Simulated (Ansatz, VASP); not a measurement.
# LiCl: VASP beside Ansatz

The input POSCAR:

```
LiCl
1.0
    0.0000000000      2.6929980000      2.4365220000
    2.6929980000      0.0000000000      2.4365220000
    2.6929980000      2.6929980000      0.0000000000
Li Cl
1 1
Direct
    0.0000000000      0.0000000000      0.0000000000
    0.5000000000      0.5000000000      0.5000000000
```

Contents of INCAR.step1:

```
PREC = Accurate ; ENCUT = 520
ISMEAR = 0 ; SIGMA = 0.05
LREAL = False ; LASPH = True
NELM = 80 ; NBANDS = 12
GGA = PE ; ALGO = Normal
EDIFF = 1E-4 ; LWAVE = True
LCHARG = False
```

Contents of INCAR.step2:

```
PREC = Accurate ; ENCUT = 520
EDIFF = 1E-7 ; ISMEAR = 0
SIGMA = 0.05 ; LREAL = False
LASPH = True ; NELM = 80
ALGO = Normal ; ISIF = 2
LWAVE = False ; LCHARG = True
METAGGA = R2SCAN ; LMIXTAU = True
LELF = True ; LVHAR = True
NBANDS = 12 ; ISTART = 1
```

File KPOINTS:

```
regular mesh
0
Gamma
  8 8 8
```

Input for Ansatz:

```yaml
crystal:
  lattice:
    - [0.0, 2.692998, 2.436522]
    - [2.692998, 0.0, 2.436522]
    - [2.692998, 2.692998, 0.0]
  atoms:
    - { symbol: Li, position: [0.0, 0.0, 0.0] }
    - { symbol: Cl, position: [0.5, 0.5, 0.5] }
basis:
  ecutwfc: 500
kpoints:
  mp_grid: { grid: [8, 8, 8] }
hamiltonian:
  xc: r2scan
scf:
  occupations: { method: gaussian, width: 0.05 }
output:
  forces: true
  stress: true
  eigenvalues: true
```

Change from the starting cell: strain +0.050 along x and y, -0.050 along z, atoms carried along.

Alike in both runs: task single point; functional r2SCAN; k mesh 8 × 8 × 8; occupations gaussian, width 0.05 eV; no spin polarisation.

```csv
,VASP,Ansatz
version,VASP 6.6.1,Ansatz 0.2.0
potentials or method,"VASP PAW PBE potentials, release 64 (Li_sv, Cl), cutoff 520 eV","scalar-relativistic, plane waves, PAW"
valence electrons in the cell,10,10
```

Ansatz gave:

| Property | Result |
| --- | --- |
| gap on the k mesh at the Fermi level (eV) | 6.86 |
| least direct gap on the mesh (eV) | 6.86 |

What did VASP give for the same quantities?

gap on the k mesh at the Fermi level (eV): 6.91; least direct gap on the mesh (eV): 6.91.

VASP's potentials were made for PBE, not for r2SCAN. With one functional, cell and mesh, what is left measures potentials, basis and numerics.

Noted on VASP's run: the cutoff is short for stress, so the pressure is rough.
